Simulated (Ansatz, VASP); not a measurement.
**Two plane-wave programs on EuO**

```xyz
2
Lattice="0.0000 2.5969 2.5969 2.5969 0.0000 2.5969 2.5969 2.5969 0.0000" Properties=species:S:1:pos:R:3 pbc="T T T"
Eu    0.0000    0.0000    0.0000
O     2.5969    2.5969    2.5969
```

Alike in both runs: task single point; functional PBE; k mesh 10 × 10 × 10; occupations fermi-dirac, width 0.05 eV; collinear spin; Hubbard terms Eu f U = 8.0 eV.

|  | VASP | Ansatz |
| --- | --- | --- |
| version | VASP 6.6.1 | Ansatz 0.2.0 |
| potentials or method | VASP PAW PBE potentials, release 64 (Eu, O), cutoff 600 eV | scalar-relativistic, plane waves, PAW |
| valence electrons in the cell | 23 | 23 |

|  | VASP | Ansatz | Ansatz less VASP |
| --- | --- | --- | --- |
| gap on the k mesh at the Fermi level (eV) | 0.72 | 0.99 | +0.270 |
| least direct gap on the mesh (eV) | 0.92 | 1.27 | +0.354 |
| pressure (GPa) | -0.2 | 0.0 | +0.21 |
| net moment per atom (μB) | 3.50 | 3.50 | 0.000 |
| size of the moment on the site where the two differ most (μB) | 6.75 | 6.78 | +0.030 |

Site moments also hang on the region over which each program counts them. The programs project onto different local orbitals, so the same U acts differently, and such runs can settle in different states. Ansatz's warnings: stability check not made.

Neither program's run includes spin-orbit coupling.
